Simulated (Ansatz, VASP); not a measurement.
One calculation of BeZn2O3, two programs

```
Be Zn O
1.0
     3.07558    0.00000    0.00000
    -1.53779    2.66353    0.00000
     0.00000    0.00000   15.36111
Be Zn O
2 4 6
Direct
  0.33333 0.66667 0.00421
  0.66667 0.33333 0.50421
  0.33333 0.66667 0.66095
  0.66667 0.33333 0.84268
  0.33333 0.66667 0.34268
  0.66667 0.33333 0.16095
  0.33333 0.66667 0.10777
  0.33333 0.66667 0.78828
  0.66667 0.33333 0.97112
  0.66667 0.33333 0.60777
  0.33333 0.66667 0.47112
  0.66667 0.33333 0.28828
```

Alike in both runs: functional PBE; k mesh 4 × 4 × 1; occupations gaussian, width 0.15 eV; no spin polarisation.

Ansatz relaxed the structure, and its values are those at the end. VASP's run is a single point on that final structure, the one shown.

```csv
,VASP,Ansatz
version,VASP 6.6.1,Ansatz 0.2.0
potentials or method,"VASP PAW PBE potentials, release 64 (Be, Zn, O), cutoff 600 eV","scalar-relativistic, plane waves, PAW"
valence electrons in the cell,88,88
```

|  | VASP | Ansatz | Ansatz less VASP |
| --- | --- | --- | --- |
| gap on the k mesh at the Fermi level (eV) | 1.55 | 1.56 | +0.012 |
| least direct gap on the mesh (eV) | 1.55 | 1.56 | +0.012 |
| pressure (GPa) | 1.1 | 0.4 | -0.71 |
| rms of the force components (eV/Å) | 0.033 | 0.013 | -0.0196 |

The k mesh is coarse, so the values compare programs but aren't converged.
